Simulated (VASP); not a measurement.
Here is a VASP 6.6.1 calculation.

POSCAR

```
MgO
1.0
    0.0000000000      2.0970013927      2.0970013927
    2.0970013927      0.0000000000      2.0970013927
    2.0970013927      2.0970013927      0.0000000000
Mg O
1 1
Direct
    0.0000000000      0.0000000000      0.0000000000
    0.5000000000      0.5000000000      0.5000000000
```

The input INCAR.step1:

```
  ALGO = Normal
  EDIFF = 1E-5
  ENCUT = 520
  GGA = PE
  ISIF = 2
  ISMEAR = 0
  LASPH = T
  LREAL = F
  LWAVE = T
  NBANDS = 11
  NELM = 60
  PREC = Accurate
  SIGMA = 0.01
```

Contents of INCAR.step2:

```
  AEXX = 0.25
  ALGO = Normal
  EDIFF = 1E-6
  ENCUT = 520
  ISIF = 2
  ISMEAR = 0
  ISTART = 1
  IVDW = 13
  LASPH = T
  LCHARG = T
  LELF = T
  LHFCALC = T
  LMIXTAU = T
  LREAL = F
  LVHAR = T
  LWAVE = F
  METAGGA = R2SCAN
  NBANDS = 11
  NELM = 60
  PREC = Accurate
  PRECFOCK = Normal
  SIGMA = 0.01
  VDW_A1 = 0.4778
  VDW_A2 = 5.8779
  VDW_S6 = 1.0
  VDW_S8 = 0.8992
```

The input KPOINTS:

```
k-points
0
Gamma
  6 6 6
```

Potentials or basis: VASP PAW PBE potentials, release 64 (Mg, O).

Launch:

```console
$ cat potpaw_PBE.64/Mg/POTCAR potpaw_PBE.64/O/POTCAR > POTCAR
$ cp INCAR.step1 INCAR
$ mpirun -np 1 vasp_std > vasp.out
$ cp INCAR.step2 INCAR
$ mpirun -np 1 vasp_std > vasp.out
```

(1) What does it give for the band gap on the k mesh?

(2) Estimate the dispersion energy per atom.

Answers

(1) 7.93 eV, direct.

(2) -0.078 eV.

Caveat: the k points lie up to 0.43 Å⁻¹ apart.
